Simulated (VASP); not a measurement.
AlN, 4 atoms in the cell. The structure is hexagonal, space group P6_3mc (No. 186). Conventional cell: a = 3.107 Å, b = 3.107 Å, c = 4.979 Å, α = 90.00°, β = 90.00°, γ = 120.00°. Within 2.5 Å of Al (site symmetry 3m) lie 4 N at 1.89 to 1.90 Å. Within 2.5 Å of N (site symmetry 3m) lie 4 Al at 1.89 to 1.90 Å. 

```yaml
Program: VASP 6.6.1
Task: single point
Functional: r2SCAN
Potentials_or_basis: VASP PAW PBE potentials, release 64 (Al, N)
Cutoff: 520 eV
k_mesh: 6 × 6 × 4
Occupations: gaussian, width 0.1 eV
Spin: no spin polarisation
Dipole_correction: no
Further_INCAR_settings: ALGO = Normal; EDIFF = 1e-06; NBANDS = 16
```

Potentials or basis: VASP PAW PBE potentials, release 64 (Al, N).

Run with:

```bash
$ cat potpaw_PBE.64/Al/POTCAR potpaw_PBE.64/N/POTCAR > POTCAR
$ cp INCAR.step1 INCAR
$ mpirun -np 1 vasp_std > vasp.out
$ cp INCAR.step2 INCAR
$ mpirun -np 1 vasp_std > vasp.out
```

Hardware: 1 thread of Intel(R) Xeon(R) 6975P-C (Granite Rapids) (shared host).

**Question.** Estimate the wall time of this run.

**Answer.** Run time: 36 s on 1 thread of Intel(R) Xeon(R) 6975P-C (Granite Rapids) (shared host), peak memory 0.16 GiB. Counts: k points 21.
